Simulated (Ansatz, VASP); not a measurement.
## P in VASP and in Ansatz

INCAR

```
ALGO = Normal ; EDIFF = 1E-7
ENCUT = 520 ; GGA = PS
ISIF = 2 ; ISMEAR = 0
LASPH = T ; LCHARG = F
LREAL = F ; LWAVE = F
NBANDS = 18 ; NELM = 60
PREC = Accurate ; SIGMA = 0.15
```

Contents of KPOINTS:

```
k-points
0
Gamma
  16 16 12
```

The input POSCAR:

```
P
1.0
    1.6587070759     -5.1453559977      0.0000000000
    1.6587070759      5.1453559977      0.0000000000
    0.0000000000      0.0000000000      4.1971725448
P
4
Direct
    0.1052825112      0.8947174888      0.9271259313
    0.6052825112      0.3947174888      0.5728740687
    0.8947174888      0.1052825112      0.0728740687
    0.3947174888      0.6052825112      0.4271259313
```

Input for Ansatz:

```yaml
crystal:
  lattice:
    - [1.6587070759, -5.1453559977, 0.0]
    - [1.6587070759, 5.1453559977, 0.0]
    - [0.0, 0.0, 4.1971725448]
  atoms:
    - { symbol: P, position: [0.1052825112, 0.8947174888, 0.9271259313] }
    - { symbol: P, position: [0.6052825112, 0.3947174888, 0.5728740687] }
    - { symbol: P, position: [0.8947174888, 0.1052825112, 0.0728740687] }
    - { symbol: P, position: [0.3947174888, 0.6052825112, 0.4271259313] }
basis:
  ecutwfc: 420
kpoints:
  mp_grid: { grid: [16, 16, 12] }
hamiltonian:
  xc: pbesol
scf:
  occupations: { method: gaussian, width: 0.15 }
output:
  forces: true
  stress: true
  eigenvalues: true
  write_density: true
  write_potential: true
  elf: true
  volumetric_format: npy
```

Alike in both runs: task single point; functional PBEsol; k mesh 16 × 16 × 12; occupations gaussian, width 0.15 eV; no spin polarisation.

```csv
,VASP,Ansatz
version,VASP 6.6.1,Ansatz 0.2.0
potentials or method,"VASP PAW PBE potentials, release 64 (P), cutoff 520 eV","scalar-relativistic, plane waves, PAW"
valence electrons in the cell,20,20
```

Ansatz gave:

```
gap on the k mesh at the Fermi level (eV) : none
pressure (GPa)                            : 0.0
rms of the force components (eV/Å)        : 0.002
```

What did VASP give for the same quantities?

gap on the k mesh at the Fermi level (eV): none; pressure (GPa): -0.1; rms of the force components (eV/Å): 0.020.

VASP's potentials were made for PBE, not for PBEsol. Atom by atom the forces differ by 0.018 eV/Å (rms over components). A gap of «none» marks a metal or a gap that the smearing closes.
